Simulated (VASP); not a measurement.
Write the native input for VASP 6.6.1 that does the following.

```yaml
Task: relaxation of cell and atoms
Functional: LDA
Potentials_or_basis: VASP PAW LDA potentials, release 64 (Pd)
Cutoff: 500 eV
k_mesh: 10 × 10 × 10
Occupations: methfessel-paxton, width 0.05 eV
Spin: no spin polarisation
Dipole_correction: no
Further_INCAR_settings: ALGO = Normal; EDIFF = 1e-07; IBRION = 2; EDIFFG = -0.03; NSW = 80; ISIF = 3
```

The structure of Pd lies in POSCAR:

```
Pd
1.0
    0.0000000000      1.9465000000      1.9465000000
    1.9465000000      0.0000000000      1.9465000000
    1.9465000000      1.9465000000      0.0000000000
Pd
1
Direct
    0.0000000000      0.0000000000      0.0000000000
```

The input as run:

INCAR

```
SYSTEM = Pd
ALGO = Normal
EDIFF = 1E-7
EDIFFG = -0.03
ENCUT = 500
GGA_COMPAT = .False.
IBRION = 2
ISIF = 3
ISMEAR = 1
LASPH = .True.
LCHARG = .False.
LREAL = .False.
LWAVE = .False.
NELM = 120
NELMIN = 4
NSW = 80
PREC = Accurate
SIGMA = 0.05
```

KPOINTS

```
k-points
0
Gamma
  10 10 10
  0 0 0
```

Potentials or basis: VASP PAW LDA potentials, release 64 (Pd).

Launch:

```console
$ cat potpaw_LDA.64/Pd/POTCAR > POTCAR
$ mpirun -np 1 vasp_std > vasp.out
```

It gave:

The relaxed volume is 14.17 Å³/atom, the relaxed cell is a = 2.716 Å, b = 2.716 Å, c = 2.716 Å, α = 60.00°, β = 60.00°, γ = 60.00° and the space group after relaxing (to 0.05 Å) is Fm-3m (No. 225). The energy gained by relaxing is 16.4 meV/atom. The ionic steps are 3 and the pressure after relaxing is -0.2 GPa. The band gap on the k mesh is zero (band 5 reaches 10.64 eV, above the bottom of band 6 at 8.95 eV).

Run time: 23 s on 1 thread of Intel Xeon 8259CL, on a shared host, peak memory 0.13 GiB.
